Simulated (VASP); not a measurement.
A run of VASP 6.6.1 is set up as follows.

INCAR

```
SYSTEM = TaGa2
ALGO = Fast ; EDIFF = 1E-6
ENCUT = 520 ; GGA = PE
ISIF = 2 ; ISMEAR = 0
LASPH = .TRUE. ; LCHARG = .FALSE.
LREAL = .FALSE. ; LWAVE = .FALSE.
NBANDS = 26 ; NELM = 100
PREC = Accurate ; SIGMA = 0.1
```

The input KPOINTS:

```
k-points
0
G
  6 6 4
  0 0 0
```

The input POSCAR:

```
TaGa2
1.0
    3.4201574700      0.0000000000      0.0000000000
    0.0000000000      3.4201574700      0.0000000000
    0.0000000000      0.0000000000      5.2777222100
Ta Ga
1 2
Direct
    0.5000000000      0.5000000000      0.0000000000
    0.0000000000      0.5000000000      0.5000000000
    0.5000000000      0.0000000000      0.5000000000
```

Potentials or basis: VASP PAW PBE potentials, release 64 (Ta_pv, Ga_d).

Run with:

```console
$ cat potpaw_PBE.64/Ta_pv/POTCAR potpaw_PBE.64/Ga_d/POTCAR > POTCAR
$ mpirun -np 1 vasp_std > vasp.out
```

(1) Predict the pressure.

Results:

(1) -6.5 GPa.
